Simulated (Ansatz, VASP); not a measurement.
One calculation of Hf, two programs

```
CELL_PARAMETERS angstrom
-1.89525 1.89525 1.80500
1.89525 -1.89525 1.80500
1.89525 1.89525 -1.80500
ATOMIC_POSITIONS crystal
Hf 0.00000 0.00000 0.00000
```

Change from the starting cell: strain +0.050 along x and y, +0.000 along z, atoms carried along.

Alike in both runs: task single point; functional r2SCAN; k mesh 18 × 18 × 18; occupations gaussian, width 0.15 eV; no spin polarisation.

```csv
,VASP,Ansatz
version,VASP 6.6.1,Ansatz 0.2.0
potentials or method,"VASP PAW PBE potentials, release 64 (Hf_pv), cutoff 520 eV","scalar-relativistic, plane waves, PAW"
valence electrons in the cell,10,26
```

```tsv
	VASP	Ansatz	Ansatz less VASP
gap on the k mesh at the Fermi level (eV)	none	none	-
pressure (GPa)	-12.8	-12.3	+0.51
traceless stress, the component that is largest in VASP (GPa)	-1.89	-1.91	-0.021
```

VASP's potentials were made for PBE, not for r2SCAN. A gap of «none» marks a metal or a gap that the smearing closes. VASP's potentials hold 10 valence electrons a cell and Ansatz's 26, so a difference there can come from the potentials and not from the codes.

Spin-orbit coupling is off throughout.
